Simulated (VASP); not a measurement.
# ZnO (P6_3mc) in VASP: vibrations by perturbation theory with PBEsol

Aim: the vibrations by perturbation theory of ZnO with PBEsol.

Everything below comes from runs of VASP 6.6.1. Logs are shortened: lines on timing, memory, paths and dates and some standing lists are left out, and cuts for length are marked.

### Step 1. The cell of the first run

The structure is hexagonal, space group P6_3mc (No. 186). Conventional cell: a = 3.195 Å, b = 3.195 Å, c = 5.159 Å, α = 90.00°, β = 90.00°, γ = 120.00°. Zn (site symmetry 3m) has 4 O at 1.95 Å within 2.6 Å. O (site symmetry 3m) has 4 Zn at 1.95 Å within 2.6 Å.

### Step 2. Vibrations by perturbation theory, PBEsol

Input file INCAR:

```
ALGO = Normal
EDIFF = 1E-8
ENCUT = 600
GGA = PS
GGA_COMPAT = F
IBRION = 8
ISIF = 2
ISMEAR = 0
LASPH = T
LCHARG = F
LEPSILON = T
LREAL = F
LWAVE = F
NBANDS = 26
NELM = 120
NSW = 1
PREC = Accurate
SIGMA = 0.01
```

Input file KPOINTS:

```
k-points
0
Gamma
  12 12 6
```

Input file POSCAR:

```
ZnO
1.0
    3.1954643826      0.0000000000      0.0000000000
   -1.5977321913      2.7673533322      0.0000000000
    0.0000000000      0.0000000000      5.1592900173
Zn O
2 2
Direct
    0.3333333333      0.6666666667      0.0016316692
    0.6666666667      0.3333333333      0.5016316692
    0.3333333333      0.6666666667      0.3804683308
    0.6666666667      0.3333333333      0.8804683308
```

Potentials or basis: VASP PAW PBE potentials, release 64 (Zn, O).

Started as:

```console
$ cat potpaw_PBE.64/Zn/POTCAR potpaw_PBE.64/O/POTCAR > POTCAR
$ mpirun -np 1 vasp_std > vasp.out
```

OUTCAR:

```text
EDIFF = 1E-8
   ENCUT = 600
   GGA = PS
   IBRION = 8
   ISIF = 2
   ISMEAR = 0
   LASPH = T
   LEPSILON = T
   LREAL = F
   NELM = 120
   NSW = 1
   PREC = Accurate

 ion  position               nearest neighbor table
   1  0.333  0.667  0.002-   4 1.95   4 1.95   4 1.95   3 1.95
   2  0.667  0.333  0.502-   3 1.95   3 1.95   3 1.95   4 1.95
   3  0.333  0.667  0.380-   2 1.95   2 1.95   2 1.95   1 1.95
   4  0.667  0.333  0.880-   1 1.95   1 1.95   1 1.95   2 1.95

  LATTYP: Found a hexagonal cell.
 ALAT       =     3.1954643826
 C/A-ratio  =     1.6145665855

  Lattice vectors:

 A1 = (   3.1954643826,   0.0000000000,   0.0000000000)
 A2 = (  -1.5977321913,   2.7673533322,   0.0000000000)
 A3 = (   0.0000000000,   0.0000000000,   5.1592900173)

Analysis of symmetry for initial positions (statically):
=====================================================================
 Subroutine PRICEL returns:
 Original cell was already a primitive cell.

 Routine SETGRP: Setting up the symmetry group for a
 hexagonal supercell.

 Subroutine GETGRP returns: Found 12 space group operations
 (whereof  6 operations were pure point group operations)
 out of a pool of 24 trial point group operations.

The static configuration has the point symmetry C_3v.
 The point group associated with its full space group is C_6v.

Analysis of symmetry for dynamics (positions and initial velocities):
=====================================================================
 Subroutine PRICEL returns:
 Original cell was already a primitive cell.

 Routine SETGRP: Setting up the symmetry group for a
 hexagonal supercell.

 Subroutine GETGRP returns: Found 12 space group operations
 (whereof  6 operations were pure point group operations)
 out of a pool of 24 trial point group operations.

The dynamic configuration has the point symmetry C_3v.
 The point group associated with its full space group is C_6v.

 Subroutine INISYM returns: Found 12 space group operations
 (whereof  6 operations are pure point group operations),
 and found     1 'primitive' translations

----------------------------------------------------------------------------------------

                                     Primitive cell

  volume of cell :      45.6235

  direct lattice vectors                    reciprocal lattice vectors
     3.195464383  0.000000000  0.000000000     0.312943560  0.180678049  0.000000000
    -1.597732191  2.767353332  0.000000000     0.000000000  0.361356097  0.000000000
     0.000000000  0.000000000  5.159290017     0.000000000  0.000000000  0.193825119

  length of vectors
     3.195464383  3.195464383  5.159290017     0.361356097  0.361356097  0.193825119

  position of ions in fractional coordinates (direct lattice)
     0.333333333  0.666666667  0.001631669
     0.666666667  0.333333333  0.501631669
     0.333333333  0.666666667  0.380468331
     0.666666667  0.333333333  0.880468331

  ion indices of the primitive-cell ions
   primitive index   ion index
                 1           1
                 2           2
                 3           3
[... 885 lines left out ...]
     0.38110  0.00000 -0.00000
     0.00000  0.38110  0.00000
     0.00000 -0.00000 -0.77666

[... ionic steps 4 to 9 ...]

--------------------------------------- Ionic step       10  -------------------------------------------

------------------------ aborting loop because EDIFF is reached ----------------------------------------

[... ionic steps 11 to 11 ...]

--------------------------------------- Ionic step       12  -------------------------------------------

 Free energy of the ion-electron system (eV)
  ---------------------------------------------------
  ---------------------------------------------------
  free energy    TOTEN  =        -0.37700284 eV

  energy without entropy =       -0.37700284

------------------------ aborting loop because EDIFF is reached ----------------------------------------

 INTERNAL STRAIN TENSOR  FOR ION    3  DIRECTION 3   (eV/Angst):
 -----------------------------------------------------------------------------
     5.63905 -0.00000  0.00000
     0.00000  5.63905 -0.00000
     0.00000  0.00000-11.10365

 MACROSCOPIC STATIC DIELECTRIC TENSOR (including local field effects in DFT)
 ------------------------------------------------------
           5.553360    -0.000000    -0.000000
          -0.000000     5.553360     0.000000
           0.000000     0.000000     5.503115
 ------------------------------------------------------

 PIEZOELECTRIC TENSOR (including local field effects)  for field in x, y, z        (e  Angst)
          XX          YY          ZZ          XY          YZ          ZX
  --------------------------------------------------------------------------------
  x     0.00000    -0.00000     0.00000     0.00000     0.00000     1.16539
  y    -0.00000     0.00000    -0.00000     0.00000     1.16539     0.00000
  z     1.08522     1.08522    -2.21163     0.00000     0.00000     0.00000

 PIEZOELECTRIC TENSOR (including local field effects)  for field in x, y, z        (C/m^2)
          XX          YY          ZZ          XY          YZ          ZX
  --------------------------------------------------------------------------------
  x     0.00000    -0.00000     0.00000     0.00000     0.00000     0.40925
  y    -0.00000     0.00000    -0.00000     0.00000     0.40926     0.00000
  z     0.38110     0.38110    -0.77666     0.00000     0.00000     0.00000

 BORN EFFECTIVE CHARGES (including local field effects) (in |e|, cummulative output)
 ---------------------------------------------------------------------------------
 ion    1
    1     2.09886     0.00000     0.00000
    2     0.00000     2.09886     0.00000
    3     0.00000    -0.00000     2.15318
 ion    2
    1     2.09886     0.00000     0.00000
    2    -0.00000     2.09886     0.00000
    3     0.00000     0.00000     2.15318
 ion    3
    1    -2.09886    -0.00000     0.00000
    2     0.00000    -2.09886     0.00000
    3     0.00000    -0.00000    -2.15318
 ion    4
    1    -2.09886     0.00000     0.00000
    2     0.00000    -2.09886     0.00000
    3     0.00000     0.00000    -2.15318

 INTERNAL STRAIN TENSOR FOR ION    4 for displacements in x,y,z  (eV/Angst):
          X           Y           Z          XY          YZ          ZX
  --------------------------------------------------------------------------------
  x     0.00000     0.00000     0.00000     9.74258     0.00000     5.51217
  y     9.74258    -9.74258     0.00000     0.00000     5.73214     0.00000
  z     5.63905     5.63905   -11.10365     0.00000    -0.00000     0.00000

 SECOND DERIVATIVES (NOT SYMMETRIZED)
 ------------------------------------
               1X          1Y          1Z          2X          2Y          2Z          3X          3Y          3Z          4X          4Y          4Z
  1X    -8.726681   -0.000000    0.000000    0.348721    0.000000    0.000000   -0.153836   -0.000000   -0.000000    8.531796    0.000000    0.000000
  1Y    -0.000000   -8.726681    0.000000    0.000000    0.348721    0.000000    0.000000   -0.153836    0.000000   -0.000000    8.531796    0.000000
  1Z     0.000000   -0.000000  -12.771803    0.000000    0.000000    5.100836    0.000000   -0.000000    6.152793    0.000000    0.000000    1.518174
  2X     0.348721    0.000000    0.000000   -8.726681   -0.000000    0.000000    8.531796    0.000000    0.000000   -0.153836    0.000000    0.000000
  2Y    -0.000000    0.348721    0.000000   -0.000000   -8.726681    0.000000   -0.000000    8.531796    0.000000    0.000000   -0.153836    0.000000
  2Z     0.000000    0.000000    5.100836    0.000000    0.000000  -12.771803   -0.000000   -0.000000    1.518174    0.000000    0.000000    6.152793
  3X    -0.145645    0.000000    0.000000    8.544096   -0.000000   -0.000000   -9.397238    0.000000   -0.000000    0.998787   -0.000000   -0.000000
  3Y     0.000000   -0.145645    0.000000    0.000000    8.544096    0.000000    0.000000   -9.397238    0.000000   -0.000000    0.998787    0.000000
  3Z     0.000000   -0.000000    6.173099    0.000000   -0.000000    1.478747    0.000000    0.000000  -12.869323    0.000000    0.000000    5.217476
  4X     8.544096   -0.000000    0.000000   -0.145645    0.000000    0.000000    0.998787   -0.000000    0.000000   -9.397238    0.000000    0.000000
  4Y    -0.000000    8.544096   -0.000000    0.000000   -0.145645    0.000000   -0.000000    0.998787   -0.000000    0.000000   -9.397238    0.000000
  4Z     0.000000    0.000000    1.478747    0.000000    0.000000    6.173099    0.000000    0.000000    5.217476    0.000000    0.000000  -12.869323

 Eigenvectors and eigenvalues of the dynamical matrix
 ----------------------------------------------------

   1 f  =   16.794252 THz   105.521398 2PiTHz  560.195952 cm-1    69.455415 meV
             X         Y         Z           dx          dy          dz
     -0.000000  1.844902  0.008418    -0.000000    0.000000    0.114260
      1.597732  0.922451  2.588063     0.000000   -0.000000   -0.114260
     -0.000000  1.844902  1.962946    -0.000000    0.000000   -0.697814
      1.597732  0.922451  4.542591     0.000000   -0.000000    0.697814
[... 71 lines left out ...]
  12 f/i=    0.006128 THz     0.038502 2PiTHz    0.204399 cm-1     0.025342 meV
             X         Y         Z           dx          dy          dz
     -0.000000  1.844902  0.008418    -0.311667   -0.552055    0.000000
      1.597732  0.922451  2.588063    -0.311667   -0.552055    0.000000
     -0.000000  1.844902  1.962946    -0.153980   -0.272745    0.000000
      1.597732  0.922451  4.542591    -0.153980   -0.272745    0.000000

--------------------------------------------------------------------------------------------------------

 MACROSCOPIC STATIC DIELECTRIC TENSOR IONIC CONTRIBUTION
 ------------------------------------------------------
           4.165861    -0.000000     0.000000
          -0.000000     4.165861    -0.000000
           0.000000    -0.000000     4.800186
 ------------------------------------------------------

 ELASTIC MODULI CONTR FROM IONIC RELAXATION (kBar)
 Direction    XX          YY          ZZ          XY          YZ          ZX
 --------------------------------------------------------------------------------
 XX        -939.5702    357.1958    572.3381     -0.0000     -0.0000     -0.0000
 YY         357.1958   -939.5702    572.3381     -0.0000      0.0000      0.0000
 ZZ         572.3381    572.3381  -1124.9494      0.0000     -0.0000      0.0000
 XY          -0.0000     -0.0000      0.0000   -648.3830     -0.0000     -0.0000
 YZ           0.0000      0.0000     -0.0000     -0.0000   -259.3286      0.0000
 ZX          -0.0000      0.0000      0.0000     -0.0000      0.0000   -257.4857
 --------------------------------------------------------------------------------

 PIEZOELECTRIC TENSOR IONIC CONTR  for field in x, y, z        (C/m^2)
          XX          YY          ZZ          XY          YZ          ZX
  --------------------------------------------------------------------------------
  x    -0.00000     0.00000     0.00000    -0.00000     0.00000    -0.97454
  y    -0.00000     0.00000    -0.00000    -0.00000    -0.97802     0.00000
  z    -1.11247    -1.11247     2.18659    -0.00000     0.00000    -0.00000
```

Run time: 28 min. Hardware: 1 thread of Intel Xeon 6975P-C (Granite Rapids), shared host; peak memory 1.2 GiB.

What came out:

- Electronic dielectric tensor (diagonal): 5.55, 5.55, 5.50
- Born charges (mean of the diagonal): Zn +2.12; O -2.12 e
- Highest phonon frequency at Γ, LO-TO splitting left out: 560 cm⁻¹

Phonon frequencies in cm⁻¹ (negative: imaginary):
| q point | frequencies |
| --- | --- |
| (0.000, 0.000, 0.000) | 0 0 0 80 80 261 402 421 421 456 456 560 |

Electronic dielectric tensor:
```
5.55 0.00 0.00
0.00 5.55 0.00
0.00 0.00 5.50
```

Born effective charge tensors (e):
atom 1, Zn
```
2.10 0.00 0.00
0.00 2.10 0.00
0.00 0.00 2.15
```
atom 2, Zn
```
2.10 0.00 0.00
0.00 2.10 0.00
0.00 0.00 2.15
```
atom 3, O
```
-2.10  0.00  0.00
 0.00 -2.10  0.00
 0.00  0.00 -2.15
```
atom 4, O
```
-2.10  0.00  0.00
 0.00 -2.10  0.00
 0.00  0.00 -2.15
```

Caveat: the cell stands under pressure or tension, which shifts response properties.
